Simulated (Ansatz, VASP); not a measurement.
## One calculation of ZnS, two programs

```
CELL_PARAMETERS angstrom
0.00000 2.70200 2.70200
2.70200 0.00000 2.70200
2.70200 2.70200 0.00000
ATOMIC_POSITIONS crystal
Zn 0.75000 0.75000 0.75000
S 0.00000 0.00000 0.00000
```

Alike in both runs: task single point; functional PBE; k mesh 9 × 9 × 9; occupations gaussian, width 0.012 eV; no spin polarisation.

|  | VASP | Ansatz |
| --- | --- | --- |
| version | VASP 6.6.1 | Ansatz 0.2.0 |
| potentials or method | VASP PAW PBE potentials, release 64 (Zn, S), cutoff 520 eV | all-electron LAPW, scalar-relativistic |

VASP gave:

| Item | Value |
| --- | --- |
| gap on the k mesh at the Fermi level (eV) | 2.11 |
| least direct gap on the mesh (eV) | 2.11 |
| pressure (GPa) | 1.8 |

Task: What did Ansatz give for the same quantities?

Result: gap on the k mesh at the Fermi level (eV): 2.11; least direct gap on the mesh (eV): 2.11; pressure (GPa): 1.6.

Ansatz ran all-electron here, and VASP with PAW potentials.
